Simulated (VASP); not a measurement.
# GaO4 (Im-3m) in VASP: further runs, part 2 of 2

VASP 6.6.1. Earlier steps stand in the parts before.

### Step 5. Single point, PBE, collinear spin, ferromagnetic start

This run uses another cell than the first one, of 11.01 Å³/atom.

INCAR reads:

```
PREC     = Accurate       # precision mode
ENCUT    = 520            # plane-wave cutoff, eV
EDIFF    = 1E-7           # SCF threshold, eV
ISMEAR   = 0              # smearing method
SIGMA    = 0.1            # smearing width, eV
LREAL    = False          # projectors in reciprocal space
LASPH    = True           # aspherical terms in the spheres
NELM     = 150            # most SCF steps
ALGO     = Normal         # electronic algorithm
ISIF     = 2              # what is computed and relaxed
LWAVE    = False          # write WAVECAR
LCHARG   = True           # write CHGCAR
ISPIN    = 2              # spin polarisation
MAGMOM   = 0 1.25 1.25 1.25 1.25 # initial moments
LORBIT   = 11             # projections on sites
GGA      = PE             # functional
LELF     = True           # ELF
LVHAR    = True         
NBANDS   = 30             # bands
```

KPOINTS reads:

```
regular mesh
0
Gamma
  12 12 12
```

POSCAR reads:

```
GaO4
1.0
   -2.3965149232      2.3965149232      2.3965149232
    2.3965149232     -2.3965149232      2.3965149232
    2.3965149232      2.3965149232     -2.3965149232
Ga O
1 4
Direct
    0.0000000000      0.0000000000      0.0000000000
    0.0000000000      0.0000000000      0.5000000000
    0.5000000000      0.0000000000      0.0000000000
    0.5000000000      0.5000000000      0.5000000000
    0.0000000000      0.5000000000      0.0000000000
```

Potentials or basis: VASP PAW PBE potentials, release 64 (Ga_d, O).

Command:

```console
$ cat potpaw_PBE.64/Ga_d/POTCAR potpaw_PBE.64/O/POTCAR > POTCAR
$ mpirun -np 1 vasp_std > vasp.out
```

OUTCAR:

```text
PREC = Accurate
   ENCUT = 520
   EDIFF = 1E-7
   ISMEAR = 0
   LREAL = False
   LASPH = True
   NELM = 150
   ISIF = 2
   ISPIN = 2
   LORBIT = 11
   GGA = PE

 ion  position               nearest neighbor table
   1  0.000  0.000  0.000-   2 2.08   3 2.08   4 2.08   5 2.08   2 2.08   5 2.08   3 2.08   4 2.08

   2  0.000  0.000  0.500-   1 2.08   1 2.08
   3  0.500  0.000  0.000-   1 2.08   1 2.08
   4  0.500  0.500  0.500-   1 2.08   1 2.08
   5  0.000  0.500  0.000-   1 2.08   1 2.08

  LATTYP: Found a body centered cubic cell.
 ALAT       =     4.7930298464

  Lattice vectors:

 A1 = (  -2.3965149232,   2.3965149232,   2.3965149232)
 A2 = (   2.3965149232,  -2.3965149232,   2.3965149232)
 A3 = (   2.3965149232,   2.3965149232,  -2.3965149232)

Analysis of symmetry for initial positions (statically):
=====================================================================
 Subroutine PRICEL returns:
 Original cell was already a primitive cell.

 Routine SETGRP: Setting up the symmetry group for a
 body centered cubic supercell.

 Subroutine GETGRP returns: Found 48 space group operations
 (whereof 48 operations were pure point group operations)
 out of a pool of 48 trial point group operations.

The static configuration has the point symmetry O_h .

Analysis of symmetry for dynamics (positions and initial velocities):
=====================================================================
 Subroutine PRICEL returns:
 Original cell was already a primitive cell.

 Routine SETGRP: Setting up the symmetry group for a
 body centered cubic supercell.

 Subroutine GETGRP returns: Found 48 space group operations
 (whereof 48 operations were pure point group operations)
 out of a pool of 48 trial point group operations.

The dynamic configuration has the point symmetry O_h .

Analysis of structural, dynamic, and magnetic symmetry:
=====================================================================
 Subroutine PRICEL returns:
 Original cell was already a primitive cell.

 Routine SETGRP: Setting up the symmetry group for a
 body centered cubic supercell.

 Subroutine GETGRP returns: Found 48 space group operations
 (whereof 48 operations were pure point group operations)
 out of a pool of 48 trial point group operations.

The overall configuration has the point symmetry O_h .

 Subroutine INISYM returns: Found 48 space group operations
 (whereof 48 operations are pure point group operations),
 and found     1 'primitive' translations

----------------------------------------------------------------------------------------

                                     Primitive cell

  volume of cell :      55.0555

  direct lattice vectors                    reciprocal lattice vectors
    -2.396514923  2.396514923  2.396514923     0.000000000  0.208636297  0.208636297
     2.396514923 -2.396514923  2.396514923     0.208636297  0.000000000  0.208636297
     2.396514923  2.396514923 -2.396514923     0.208636297  0.208636297  0.000000000

  length of vectors
     4.150885608  4.150885608  4.150885608     0.295056281  0.295056281  0.295056281

  position of ions in fractional coordinates (direct lattice)
     0.000000000  0.000000000  0.000000000
     0.000000000  0.000000000  0.500000000
     0.500000000  0.000000000  0.000000000
[... 83 lines left out ...]
   LREAL  =      F    real-space projection
   EDIFFG = 0.1E-05   stopping-criterion for IOM
   NSW    =      0    number of steps for IOM
   IBRION =     -1    ionic relax: 0-MD 1-quasi-New 2-CG
   NFREE  =      0    steps in history (QN), initial steepest desc. (CG)
   ISIF   =      2    stress and relaxation
   ISYM   =      2    0-nonsym 1-usesym 2-fastsym
   POTIM  = 0.5000    time-step for ionic-motion
   TEBEG  =    0.0;   TEEND  =   0.0 temperature during run
   PSTRESS=    0.0 pullay stress
   NELECT =      37.0000    total number of electrons
   NUPDOWN=      -1.0000    fix difference up-down
   EMIN   =  10.00;   EMAX   =-10.00  energy-range for DOS
   EFERMI =   0.00;   METHOD = LEGACY
   ISMEAR =     0;   SIGMA  =   0.10  broadening in eV -4-tet -1-fermi 0-gaus
   EFERMI_NEDOS =   21; number of points for ismear=-14 and -15
   IALGO  =     38    algorithm
   IMIX   =      4    mixing-type and parameters
     AMIX     =   0.40;   BMIX     =  1.00
     AMIX_MAG =   1.60;   BMIX_MAG =  1.00
  volume/ion in A,a.u.               =      11.01        74.31
  Fermi-wavevector in a.u.,A,eV,Ry     =   1.433976  2.709822 27.977492  2.056288
  Thomas-Fermi vector in A             =   2.553435
   LORBIT       =     11    0 simple, 1 ext, 2 COOP (PROOUT), +10 PAW based schemes
   GGA     = PE    functional components
   LHFCALC =     F    Hartree Fock is set to
   AEXX    =    0.0000 exact exchange contribution
   IVDW    =     0    specifies the selected vdW correction
   LEPSILON=     F    determine dielectric tensor
   LRPA    =     F    only Hartree local field effects (RPA)
 spin polarized calculation
 Gauss-broadening in eV      SIGMA  =   0.10
  energy-cutoff  :      520.00
  volume of cell :       55.06
 maximum number of plane-waves:      1508
   NGX = 15   NGY = 15   NGZ = 15

 number of electron      36.9999986 magnetization       4.9291077

 Free energy of the ion-electron system (eV)
  ---------------------------------------------------
  ext. energy  EPLUGINS =         0.00000000
  ---------------------------------------------------
  free energy    TOTEN  =       -20.70874773 eV

  energy without entropy =      -20.69810860  energy(sigma->0) =      -20.70342817

 E-fermi :   1.2628     XC(G=0): -10.6438

 val. band max:        1.2599078176   @ k =  -0.3333   0.3333   0.2500
 cond. band min:       1.2659443927   @ k =  -0.2500   0.2500   0.2500
 fundamental gap:      0.0060365751
 Fermi energy:         1.2627990349

 spin component 1

 k-point     1 :       0.0000    0.0000    0.0000
  band No.  band energies     occupation
      1     -18.4909      1.00000
      2     -16.0385      1.00000
      3     -16.0385      1.00000
      4     -16.0385      1.00000
      5     -11.8550      1.00000
      6     -11.8550      1.00000
[... 781 lines left out ...]
     29      19.5536      0.00000
     30      20.2450      0.00000

 [... further k-points ...]

 spin component 2

 k-point     1 :       0.0000    0.0000    0.0000
  band No.  band energies     occupation
      1     -16.7607      1.00000
      2     -14.2366      1.00000
      3     -14.2366      1.00000
      4     -14.2366      1.00000
      5     -11.8716      1.00000
      6     -11.8716      1.00000
[... 781 lines left out ...]
     29      19.9010      0.00000
     30      20.6062      0.00000

 [... further k-points ...]

------------------------ aborting loop because EDIFF is reached ----------------------------------------

  FORCE on cell =-STRESS in cart. coord.  units (eV):
  Direction    XX          YY          ZZ          XY          YZ          ZX
  --------------------------------------------------------------------------------------
  -------------------------------------------------------------------------------------
  Total        0.1737970      0.1737970      0.1737970     -0.0000000     -0.0000000      0.0000000
  in kB        5.0576942      5.0576942      5.0576942     -0.0000000     -0.0000000      0.0000000
  external PRESSURE =       5.0576942 kB  Pullay stress =       0.0000000 kB

 VOLUME and BASIS-vectors are now :
 -----------------------------------------------------------------------------
  energy-cutoff  :      520.00
  volume of cell :       55.06
      direct lattice vectors                 reciprocal lattice vectors
    -2.396514923  2.396514923  2.396514923     0.000000000  0.208636297  0.208636297
     2.396514923 -2.396514923  2.396514923     0.208636297  0.000000000  0.208636297
     2.396514923  2.396514923 -2.396514923     0.208636297  0.208636297  0.000000000

 POSITION                                       TOTAL-FORCE (eV/Angst)
 -----------------------------------------------------------------------------------
      0.00000      0.00000      0.00000         0.000000     -0.000000     -0.000000
      1.19826      1.19826     -1.19826         0.000000      0.000000      0.000000
     -1.19826      1.19826      1.19826        -0.000000     -0.000000      0.000000
      1.19826      1.19826      1.19826        -0.000000      0.000000     -0.000000
      1.19826     -1.19826      1.19826         0.000000     -0.000000     -0.000000
 -----------------------------------------------------------------------------------
    total drift:                               -0.000000     -0.000000      0.000000

  FREE ENERGIE OF THE ION-ELECTRON SYSTEM (eV)
  ---------------------------------------------------
  free  energy   TOTEN  =       -20.7087477345 eV

  energy  without entropy=      -20.6981085991  energy(sigma->0) =      -20.70342817

 total charge

# of ion       s       p       d       tot
------------------------------------------
    1        0.601   0.618  10.207  11.426
    2        1.613   3.147   0.000   4.760
    3        1.613   3.147   0.000   4.760
    4        1.613   3.147   0.000   4.760
    5        1.613   3.147   0.000   4.760
--------------------------------------------------
tot          7.052  13.207  10.207  30.466

 magnetization (x)

# of ion       s       p       d       tot
------------------------------------------
    1       -0.039  -0.042   0.008  -0.073
    2        0.017   1.059   0.000   1.075
    3        0.017   1.059   0.000   1.075
    4        0.017   1.059   0.000   1.075
    5        0.017   1.059   0.000   1.075
--------------------------------------------------
tot          0.028   4.193   0.008   4.228
```

Run time: 99 s. Hardware: 1 thread of Intel Xeon 6975P-C (Granite Rapids), shared host; peak memory 0.32 GiB.

What came out:

- Free energy: -20.7087 eV
- Pressure: 0.5 GPa
- Net moment: 4.93 μB per cell
- Site moments: Ga -0.07; O +1.07 μB
- Valence electrons inside the program's atomic spheres: Ga 11.43; O 4.76

Levels at points of the mesh, in eV from the Fermi level:
Spin up:
```csv
k point,band 18,band 19,band 20,band 21,band 22,band 23,band 24,band 25
"(0.00, 0.00, 0.00)",-0.99,-0.48,0.08,0.08,1.89,10.48,11.36,11.36
"(0.50, 0.00, 0.00)",-2.00,-1.84,-0.50,-0.41,6.09,10.16,12.21,12.56
"(0.50, 0.50, 0.50)",-0.49,-0.31,-0.31,-0.31,8.86,9.64,9.64,9.64
```
Spin down:
| k point | band 14 | band 15 | band 16 | band 17 | band 18 | band 19 |
| --- | --- | --- | --- | --- | --- | --- |
| (0.00, 0.00, 0.00) | -1.95 | -1.95 | 1.08 | 1.34 | 1.34 | 1.34 |
| (0.50, 0.00, 0.00) | -1.17 | -0.92 | -0.53 | -0.33 | 0.35 | 0.56 |
| (0.50, 0.50, 0.50) | -1.44 | -1.44 | 1.56 | 1.56 | 1.56 | 2.34 |

### Step 6. Overview

| task | cell | k mesh | cutoff (eV) | gap on the mesh (eV) | pressure (GPa) | moment (μB) |
| --- | --- | --- | --- | --- | --- | --- |
| single point | a = 4.085 Å, angles 109.5°, 5 atoms | 6 × 6 × 6 | 520 | none | 5.7 | 4.60 |
| single point | a = 4.145 Å, angles 109.5°, 5 atoms | 6 × 6 × 6 | 520 | none | 0.5 | 4.81 |
| relaxation of cell and atoms | relaxed from a = 4.085 Å, angles 109.5°, 5 atoms | 6 × 6 × 6 | 600 | none | -0.4 | 4.85 |
| single point | a = 4.151 Å, angles 109.5°, 5 atoms | 12 × 12 × 12 | 520 | none | 0.5 | 4.93 |

Alike in all rows: level PBE; potentials or basis VASP PAW PBE potentials, release 64 (Ga_d, O); spin collinear, ferromagnetic start; smearing gaussian 0.1 eV.

Caveats: the cell stands under pressure (at least some runs).

Absolute energies hang on the potentials; compare differences alone.

The gap in the log of VASP goes by the Fermi energy; the results here count the filled bands.